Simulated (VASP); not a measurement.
Set up this calculation in VASP 6.6.1, as the native input.

```
Task                   : single point
Functional             : PBE
Potentials or basis    : VASP PAW PBE potentials, release 64 (W_sv, C, In_d)
Cutoff                 : 520 eV
k mesh                 : 3 × 3 × 1
Occupations            : gaussian, width 0.05 eV
Spin                   : no spin polarisation
Dipole correction      : no
Further INCAR settings : LREAL = Auto; ALGO = Normal; EDIFF = 1e-06; NBANDS = 92
```

The structure of InW8C8 lies in POSCAR:

```
InW8C8
1.0
    5.8006000000      0.0000000000      0.0000000000
   -2.9003000000      5.0234670000      0.0000000000
    0.0000000000      0.0000000000     15.2466500000
W C In
8 8 1
Direct
    0.0000000000      0.0000000000      0.0655881784
    0.0042588353      0.0029179051      0.2515441753
    0.0000000498      0.5000000995      0.0655881784
    0.0013929069      0.5015697326      0.2544192987
    0.5000000000      0.0000000000      0.0655881784
    0.5031704397      0.0011965840      0.2541595695
    0.5000000498      0.5000000995      0.0655881784
    0.5029998410      0.5035544177      0.2542096788
    0.3336798323      0.1668986777      0.1519465588
    0.3395483784      0.1714206543      0.3266422460
    0.3338371291      0.6669222670      0.1523009317
    0.3376171246      0.6708347044      0.3287871106
    0.8326956809      0.1669098254      0.1520053913
    0.8471711913      0.1745768411      0.3307409169
    0.8326575455      0.6659615759      0.1520610101
    0.8471020924      0.6757116151      0.3307264875
    0.8204577659      0.9133476939      0.4510920760
```

One way to write it, as run:

INCAR

```
ALGO = Normal ; EDIFF = 1E-6
ENCUT = 520 ; GGA = PE
ISIF = 2 ; ISMEAR = 0
LASPH = True ; LCHARG = False
LREAL = Auto ; LWAVE = False
NBANDS = 92 ; NELM = 100
PREC = Accurate ; SIGMA = 0.05
```

KPOINTS

```
k-points
0
Gamma
  3 3 1
```

Potentials or basis: VASP PAW PBE potentials, release 64 (W_sv, C, In_d).

The run is started by

```sh
$ cat potpaw_PBE.64/W_sv/POTCAR potpaw_PBE.64/C/POTCAR potpaw_PBE.64/In_d/POTCAR > POTCAR
$ mpirun -np 1 vasp_std > vasp.out
```

It gave:

```
Largest force          : 0.290 eV/Å
Band gap on the k mesh : zero (an odd number of electrons rules out a gap without spin polarisation)
```

Caveat: the k points lie up to 0.42 Å⁻¹ apart, too coarse for converged energies and pressures of a metal; spin-orbit coupling is left out, which moves the levels of the heavy elements.

Run time: 8.3 min on 1 thread of Intel(R) Xeon(R) Platinum 8559C (Emerald Rapids) (shared host), peak memory 0.63 GiB.
